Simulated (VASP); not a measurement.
# Ta2N (P-3m1) in VASP: notebook

Ta2N is run at these levels: PBEsol; tasks: single point.

Everything below comes from runs of VASP 6.6.1. Logs are shortened: lines on timing, memory, paths and dates and some standing lists are left out, and cuts for length are marked.

## (1) The cell of the first run

Symmetry: P-3m1, No. 164, trigonal system. Conventional cell: a = 3.214 Å, b = 3.214 Å, c = 4.601 Å, α = 90.00°, β = 90.00°, γ = 120.00°. Ta (site symmetry 3m) has 3 N at 2.19 Å and 6 Ta at 2.93 to 2.98 Å within 3.0 Å. N (site symmetry -3m) has 6 Ta at 2.19 Å within 2.9 Å.

## (2) Single point, PBEsol (13.72 Å³/atom)

File INCAR:

```
SYSTEM = Ta2N
  ALGO = Normal
  EDIFF = 1E-6
  ENCUT = 520
  GGA = PS
  ISIF = 2
  ISMEAR = 0
  LASPH = .True.
  LCHARG = .False.
  LREAL = .False.
  LWAVE = .False.
  NBANDS = 20
  NELM = 100
  PREC = Accurate
  SIGMA = 0.15
```

File KPOINTS:

```
k-points
0
Gamma
  18 18 10
  0 0 0
```

File POSCAR:

```
Ta2N
1.0
    3.2141982888      0.0000000000      0.0000000000
   -1.6070991444      2.7835773709      0.0000000000
    0.0000000000      0.0000000000      4.6014462703
Ta N
2 1
Direct
    0.6666666667      0.3333333333      0.7463700642
    0.3333333333      0.6666666667      0.2536299358
    0.0000000000      0.0000000000      0.0000000000
```

Potentials or basis: VASP PAW PBE potentials, release 64 (Ta_pv, N).

The run is started by

```
$ cat potpaw_PBE.64/Ta_pv/POTCAR potpaw_PBE.64/N/POTCAR > POTCAR
$ mpirun -np 1 vasp_std > vasp.out
```

OUTCAR:

```text
SYSTEM = Ta2N
   EDIFF = 1E-6
   ENCUT = 520
   GGA = PS
   ISIF = 2
   ISMEAR = 0
   LASPH = .True.
   LREAL = .False.
   NELM = 100
   PREC = Accurate

 ion  position               nearest neighbor table
   1  0.667  0.333  0.746-   3 2.19   3 2.19   3 2.19   2 2.93   2 2.93   2 2.93   2 2.98   2 2.98
                             2 2.98
   2  0.333  0.667  0.254-   3 2.19   3 2.19   3 2.19   1 2.93   1 2.93   1 2.93   1 2.98   1 2.98
                             1 2.98
   3  0.000  0.000  0.000-   1 2.19   2 2.19   2 2.19   1 2.19   1 2.19   2 2.19

  LATTYP: Found a hexagonal cell.
 ALAT       =     3.2141982888
 C/A-ratio  =     1.4316000000

  Lattice vectors:

 A1 = (   3.2141982888,   0.0000000000,   0.0000000000)
 A2 = (  -1.6070991444,   2.7835773709,   0.0000000000)
 A3 = (   0.0000000000,   0.0000000000,   4.6014462703)

Analysis of symmetry for initial positions (statically):
=====================================================================
 Subroutine PRICEL returns:
 Original cell was already a primitive cell.

 Routine SETGRP: Setting up the symmetry group for a
 hexagonal supercell.

 Subroutine GETGRP returns: Found 12 space group operations
 (whereof 12 operations were pure point group operations)
 out of a pool of 24 trial point group operations.

The static configuration has the point symmetry D_3d.

Analysis of symmetry for dynamics (positions and initial velocities):
=====================================================================
 Subroutine PRICEL returns:
 Original cell was already a primitive cell.

 Routine SETGRP: Setting up the symmetry group for a
 hexagonal supercell.

 Subroutine GETGRP returns: Found 12 space group operations
 (whereof 12 operations were pure point group operations)
 out of a pool of 24 trial point group operations.

The dynamic configuration has the point symmetry D_3d.

 Subroutine INISYM returns: Found 12 space group operations
 (whereof 12 operations are pure point group operations),
 and found     1 'primitive' translations

----------------------------------------------------------------------------------------

                                     Primitive cell

  volume of cell :      41.1690

  direct lattice vectors                    reciprocal lattice vectors
     3.214198289  0.000000000  0.000000000     0.311119573  0.179624969  0.000000000
    -1.607099144  2.783577371  0.000000000     0.000000000  0.359249939  0.000000000
     0.000000000  0.000000000  4.601446270     0.000000000  0.000000000  0.217322977

  length of vectors
     3.214198289  3.214198289  4.601446270     0.359249939  0.359249939  0.217322977

  position of ions in fractional coordinates (direct lattice)
     0.666666667  0.333333333  0.746370064
     0.333333333  0.666666667  0.253629936
     0.000000000  0.000000000  0.000000000

  ion indices of the primitive-cell ions
   primitive index   ion index
                 1           1
                 2           2
                 3           3

----------------------------------------------------------------------------------------

 KPOINTS: k-points

Automatic generation of k-mesh.
 Grid dimensions read from file:
 generate k-points for:   18   18   10

 Generating k-lattice:

  Cartesian coordinates                     Fractional coordinates (reciprocal lattice)
     0.017284421  0.009979165  0.000000000     0.055555556 -0.000000000  0.000000000
     0.000000000  0.019958330  0.000000000     0.000000000  0.055555556  0.000000000
     0.000000000  0.000000000  0.021732298     0.000000000  0.000000000  0.100000000

  Length of vectors
     0.019958330  0.019958330  0.021732298

  Shift w.r.t. Gamma in fractional coordinates (k-lattice)
     0.000000000  0.000000000  0.000000000

 Subroutine IBZKPT returns following result:
 ===========================================

 Found    330 irreducible k-points:

 Following reciprocal coordinates:
            Coordinates               Weight
  0.000000  0.000000  0.000000      1.000000
  0.055556 -0.000000  0.000000      6.000000
  0.111111 -0.000000  0.000000      6.000000
  0.166667 -0.000000  0.000000      6.000000
  0.222222  0.000000  0.000000      6.000000
  0.277778 -0.000000  0.000000      6.000000
[... 16 lines left out ...]
  0.333333  0.111111  0.000000     12.000000
  0.388889  0.111111  0.000000     12.000000
 [... further k-points ...]
   k-points           NKPTS =    330   k-points in BZ     NKDIM =    330   number of bands    NBANDS=     20
   number of dos      NEDOS =    301   number of ions     NIONS =      3
   total plane-waves  NPLWV =  20736
   dimension x,y,z NGX =    24 NGY =   24 NGZ =   36
   dimension x,y,z NGXF=    48 NGYF=   48 NGZF=   72
   ions per type =               2   1
   NGX,Y,Z   is equivalent  to a cutoff of  12.41, 12.41, 13.01 a.u.
   NGXF,Y,Z  is equivalent  to a cutoff of  24.83, 24.83, 26.01 a.u.
 SYSTEM =  Ta2N
   PREC   = accura    normal or accurate (medium, high low for compatibility)
   ISTART =      0    job   : 0-new  1-cont  2-samecut
   ICHARG =      2    charge: 1-file 2-atom 10-const
   ISPIN  =      1    spin polarized calculation?
   LNONCOLLINEAR =      F non collinear calculations
   LSORBIT =      F    spin-orbit coupling
   LASPH  =      T    aspherical Exc in radial PAW
   ENCUT  =  520.0 eV  38.22 Ry    6.18 a.u.   5.98  5.98  8.56*2*pi/ulx,y,z
   NELM   =    100;   NELMIN=  2; NELMDL= -5     # of ELM steps
   EDIFF  = 0.1E-05   stopping-criterion for ELM
   LREAL  =      F    real-space projection
[... 7 lines left out ...]
   TEBEG  =    0.0;   TEEND  =   0.0 temperature during run
   PSTRESS=    0.0 pullay stress
   NELECT =      27.0000    total number of electrons
   NUPDOWN=      -1.0000    fix difference up-down
   EMIN   =  10.00;   EMAX   =-10.00  energy-range for DOS
   EFERMI =   0.00;   METHOD = LEGACY
   ISMEAR =     0;   SIGMA  =   0.15  broadening in eV -4-tet -1-fermi 0-gaus
   EFERMI_NEDOS =   21; number of points for ismear=-14 and -15
   IALGO  =     38    algorithm
   IMIX   =      4    mixing-type and parameters
     AMIX     =   0.40;   BMIX     =  1.00
     AMIX_MAG =   1.60;   BMIX_MAG =  1.00
  volume/ion in A,a.u.               =      13.72        92.61
  Fermi-wavevector in a.u.,A,eV,Ry     =   1.422348  2.687849 27.525605  2.023075
  Thomas-Fermi vector in A             =   2.543062
   LORBIT       =      0    0 simple, 1 ext, 2 COOP (PROOUT), +10 PAW based schemes
   GGA     = PS    functional components
   LHFCALC =     F    Hartree Fock is set to
   AEXX    =    0.0000 exact exchange contribution
   IVDW    =     0    specifies the selected vdW correction
   LEPSILON=     F    determine dielectric tensor
   LRPA    =     F    only Hartree local field effects (RPA)
 non-spin polarized calculation
 Gauss-broadening in eV      SIGMA  =   0.15
  energy-cutoff  :      520.00
  volume of cell :       41.17
 maximum number of plane-waves:      1128
   NGX = 11   NGY = 11   NGZ = 17

 number of electron      27.0000008 magnetization

 Free energy of the ion-electron system (eV)
  ---------------------------------------------------
  ext. energy  EPLUGINS =         0.00000000
  ---------------------------------------------------
  free energy    TOTEN  =       -36.29878056 eV

  energy without entropy =      -36.28699958  energy(sigma->0) =      -36.29289007

 E-fermi :   7.1307     XC(G=0): -12.9290

 val. band max:        7.1306872984   @ k =   0.0556  -0.0000   0.1000
 cond. band min:       7.1334790527   @ k =   0.2222   0.0556   0.4000
 fundamental gap:      0.0027917544
 Fermi energy:         7.1307356244

 k-point     1 :       0.0000    0.0000    0.0000
  band No.  band energies     occupation
      1     -28.4061      2.00000
      2     -27.7961      2.00000
      3     -27.7961      2.00000
      4     -27.6046      2.00000
      5     -27.6046      2.00000
      6     -27.3266      2.00000
[... 12 lines left out ...]
     19       8.4087      0.00000
     20      12.5434      0.00000

 k-point     2 :       0.0556   -0.0000    0.0000
  band No.  band energies     occupation
      1     -28.3971      2.00000
      2     -27.8095      2.00000
      3     -27.8024      2.00000
      4     -27.6189      2.00000
      5     -27.6044      2.00000
      6     -27.3320      2.00000
[... 12 lines left out ...]
     19       8.6102      0.00000
     20      12.5361      0.00000

 k-point     3 :       0.1111   -0.0000    0.0000
  band No.  band energies     occupation
      1     -28.3704      2.00000
      2     -27.8485      2.00000
      3     -27.8199      2.00000
      4     -27.6593      2.00000
      5     -27.6045      2.00000
      6     -27.3482      2.00000
[... 12 lines left out ...]
     19       9.2492      0.00000
     20      12.4283      0.00000

 k-point     4 :       0.1667   -0.0000    0.0000
  band No.  band energies     occupation
      1     -28.3277      2.00000
      2     -27.9092      2.00000
      3     -27.8454      2.00000
      4     -27.7189      2.00000
      5     -27.6058      2.00000
      6     -27.3750      2.00000
[... 12 lines left out ...]
     19      10.1633      0.00000
     20      12.1691      0.00000

 k-point     5 :       0.2222    0.0000    0.0000
  band No.  band energies     occupation
      1     -28.2717      2.00000
      2     -27.9846      2.00000
      3     -27.8750      2.00000
      4     -27.7885      2.00000
      5     -27.6090      2.00000
      6     -27.4119      2.00000
[... 12 lines left out ...]
     19      11.0287      0.00000
     20      11.8988      0.00000
[... 353 lines left out ...]
      6     -27.4732      2.00000
[... 12 lines left out ...]
     19      11.6040      0.00000
     20      12.0844      0.00000

 k-point    22 :       0.2778    0.1111    0.0000
  band No.  band energies     occupation
      1     -28.1587      2.00000
      2     -28.0946      2.00000
      3     -28.0015      2.00000
      4     -27.8724      2.00000
      5     -27.6510      2.00000
      6     -27.5257      2.00000
[... 12 lines left out ...]
     19      11.7208      0.00000
     20      12.1501      0.00000

 k-point    23 :       0.3333    0.1111    0.0000
  band No.  band energies     occupation
      1     -28.2110      2.00000
      2     -28.0361      2.00000
      3     -28.0124      2.00000
      4     -27.9222      2.00000
      5     -27.6583      2.00000
      6     -27.5805      2.00000
[... 12 lines left out ...]
     19      11.6509      0.00000
     20      12.0506      0.00000

 k-point    24 :       0.3889    0.1111    0.0000
  band No.  band energies     occupation
      1     -28.2501      2.00000
      2     -28.0141      2.00000
      3     -27.9780      2.00000
      4     -27.9629      2.00000
      5     -27.6631      2.00000
      6     -27.6280      2.00000
[... 12 lines left out ...]
     19      11.4636      0.00000
     20      12.1755      0.00000

 [... further k-points ...]

------------------------ aborting loop because EDIFF is reached ----------------------------------------

  FORCE on cell =-STRESS in cart. coord.  units (eV):
  Direction    XX          YY          ZZ          XY          YZ          ZX
  --------------------------------------------------------------------------------------
  -------------------------------------------------------------------------------------
  Total       -4.1949702     -4.1949702      1.1674477      0.0000000      0.0000000      0.0000000
  in kB     -163.2559991   -163.2559991     45.4336571      0.0000000      0.0000000      0.0000000
  external PRESSURE =     -93.6927804 kB  Pullay stress =       0.0000000 kB

 VOLUME and BASIS-vectors are now :
 -----------------------------------------------------------------------------
  energy-cutoff  :      520.00
  volume of cell :       41.17
      direct lattice vectors                 reciprocal lattice vectors
     3.214198289  0.000000000  0.000000000     0.311119573  0.179624969  0.000000000
    -1.607099144  2.783577371  0.000000000     0.000000000  0.359249939  0.000000000
     0.000000000  0.000000000  4.601446270     0.000000000  0.000000000  0.217322977

 POSITION                                       TOTAL-FORCE (eV/Angst)
 -----------------------------------------------------------------------------------
      1.60710      0.92786      3.43438         0.000000     -0.000000      0.773347
     -0.00000      1.85572      1.16706        -0.000000      0.000000     -0.773347
      0.00000      0.00000      0.00000        -0.000000      0.000000      0.000000
 -----------------------------------------------------------------------------------
    total drift:                                0.000000     -0.000000      0.000000

  FREE ENERGIE OF THE ION-ELECTRON SYSTEM (eV)
  ---------------------------------------------------
  free  energy   TOTEN  =       -36.2987805644 eV

  energy  without entropy=      -36.2869995769  energy(sigma->0) =      -36.29289007
```

Wall time 75 s (1 thread of Intel Xeon 6975P-C (Granite Rapids), shared host); peak memory 0.34 GiB.

Results:

- Free energy: -36.2988 eV
- Pressure: -9.4 GPa
- Largest force: 0.773 eV/Å
- Band gap on the k mesh: zero (an odd number of electrons rules out a gap without spin polarisation)

Forces on the atoms (eV/Å):
```
Ta   0.000  0.000  0.773
Ta   0.000  0.000 -0.773
N    0.000  0.000  0.000
```

Levels at points of the mesh, in eV from the Fermi level:
| k point | band 11 | band 12 | band 13 | band 14 | band 15 | band 16 |
| --- | --- | --- | --- | --- | --- | --- |
| (0.00, 0.00, 0.00) | -4.65 | -0.23 | -0.23 | -0.13 | -0.13 | 0.23 |
| (0.50, 0.00, 0.00) | -4.38 | -2.67 | -1.39 | 1.26 | 2.75 | 3.52 |
| (0.00, 0.00, 0.50) | -2.08 | -2.07 | -1.44 | -1.44 | 1.69 | 2.21 |
| (0.50, 0.00, 0.50) | -2.87 | -2.11 | -2.04 | 0.34 | 0.51 | 2.61 |

Caveat: the cell stands under tension; the PAW data sets were made with another functional, which shifts forces and pressure a little; spin-orbit coupling is left out, which moves the levels of the heavy elements.

## (3) Single point, PBEsol (13.72 Å³/atom)

File INCAR:

```
ALGO = Normal ; EDIFF = 1E-6
ENCUT = 520 ; GGA = PS
ISIF = 2 ; ISMEAR = 0
LASPH = True ; LCHARG = False
LREAL = False ; LWAVE = False
NBANDS = 20 ; NELM = 60
PREC = Accurate ; SIGMA = 0.15
```

File KPOINTS:

```
k-points
0
Gamma
  18 18 10
```

File POSCAR:

```
Ta2N
1.0
    3.0875459033      0.0000000000      0.0000000000
   -1.5437729516      2.6738931876      0.0000000000
    0.0000000000      0.0000000000      4.9866953884
Ta N
2 1
Direct
    0.6666666667      0.3333333333      0.7463700642
    0.3333333333      0.6666666667      0.2536299358
    0.0000000000      0.0000000000      0.0000000000
```

Potentials or basis: VASP PAW PBE potentials, release 64 (Ta_pv, N).

The run is started by

```
$ cat potpaw_PBE.64/Ta_pv/POTCAR potpaw_PBE.64/N/POTCAR > POTCAR
$ mpirun -np 1 vasp_std > vasp.out
```

Wall time 85 s (1 thread of Intel Xeon 6975P-C (Granite Rapids), shared host); peak memory 0.35 GiB.

Results (log left out):

```yaml
Free_energy: -36.4344 eV
Pressure: -10.3 GPa
Largest_force: 0.024 eV/Å
Band_gap_on_the_k_mesh: zero (an odd number of electrons rules out a gap without spin polarisation)
```

Forces in eV/Å, atoms in the order of the input:
```
Ta   0.000  0.000 -0.024
Ta   0.000  0.000  0.024
N    0.000  0.000  0.000
```

Stress tensor (GPa, compression positive):
```
 -8.39   0.00   0.00
  0.00  -8.39   0.00
  0.00   0.00 -14.27
```

Levels at points of the mesh, in eV from the Fermi level:
```csv
k point,band 10,band 11,band 12,band 13,band 14,band 15,band 16,band 17
"(0.00, 0.00, 0.00)",-5.88,-4.98,-0.93,-0.24,-0.24,0.31,0.49,0.49
"(0.50, 0.00, 0.00)",-6.23,-4.50,-2.49,-1.29,1.39,2.14,3.80,3.89
"(0.00, 0.00, 0.50)",-6.03,-3.01,-2.76,-0.98,-0.98,1.62,1.97,2.21
"(0.50, 0.00, 0.50)",-6.00,-3.38,-2.07,-2.05,-0.34,0.87,3.47,3.69
```

Caveat: the cell stands under tension; the PAW data sets were made with another functional, which shifts forces and pressure a little; spin-orbit coupling is left out, which moves the levels of the heavy elements.

## (4) Single point, PBEsol (13.72 Å³/atom)

File INCAR:

```
PREC = Accurate
ENCUT = 520
EDIFF = 1E-6
ISMEAR = 0
SIGMA = 0.15
LREAL = F
LASPH = T
NELM = 100
ALGO = Normal
ISIF = 2
LWAVE = F
LCHARG = T
GGA = PS
LELF = T
LVHAR = T
NBANDS = 20
```

File KPOINTS:

```
Automatic mesh
0
Gamma
  18 18 10
```

File POSCAR:

```
Ta2N
1.0
    3.0261567978      0.0000000000      0.0000000000
   -1.5130783989      2.6207286627      0.0000000000
    0.0000000000      0.0000000000      5.1910693709
Ta N
2 1
Direct
    0.6666666667      0.3333333333      0.7463700642
    0.3333333333      0.6666666667      0.2536299358
    0.0000000000      0.0000000000      0.0000000000
```

The run is started by

```
$ cat potpaw_PBE.64/Ta_pv/POTCAR potpaw_PBE.64/N/POTCAR > POTCAR
$ mpirun -np 1 vasp_std > vasp.out
```

Wall time 97 s (1 thread of Intel Xeon 6975P-C (Granite Rapids), shared host); peak memory 0.35 GiB.

Results (log left out):

```yaml
Free_energy: -36.3190 eV
Pressure: -9.6 GPa
Largest_force: 0.384 eV/Å
Band_gap_on_the_k_mesh: zero (an odd number of electrons rules out a gap without spin polarisation)
```

Forces in eV/Å, atoms in the order of the input:
```
Ta   0.000  0.000 -0.384
Ta   0.000  0.000  0.384
N    0.000  0.000  0.000
```

Stress tensor (GPa, compression positive):
```
 -4.13   0.00   0.00
  0.00  -4.13   0.00
  0.00   0.00 -20.62
```

Levels at points of the mesh, in eV from the Fermi level:
| k point | band 10 | band 11 | band 12 | band 13 | band 14 | band 15 | band 16 | band 17 | band 18 | band 19 |
| --- | --- | --- | --- | --- | --- | --- | --- | --- | --- | --- |
| (0.00, 0.00, 0.00) | -5.49 | -5.07 | -1.35 | -0.17 | -0.17 | 0.22 | 1.00 | 1.00 | 1.27 | 1.27 |
| (0.50, 0.00, 0.00) | -5.94 | -4.46 | -2.27 | -1.09 | 0.72 | 2.69 | 3.73 | 4.02 | 4.16 | 4.75 |
| (0.00, 0.00, 0.50) | -5.61 | -3.38 | -2.89 | -0.69 | -0.69 | 1.31 | 2.25 | 2.25 | 2.32 | 2.32 |
| (0.50, 0.00, 0.50) | -5.75 | -3.52 | -1.91 | -1.87 | -0.55 | 1.15 | 4.01 | 4.21 | 4.21 | 4.59 |

Caveat: the cell stands under tension; the PAW data sets were made with another functional, which shifts forces and pressure a little; spin-orbit coupling is left out, which moves the levels of the heavy elements.

(Part 1 of 2 ends here.)
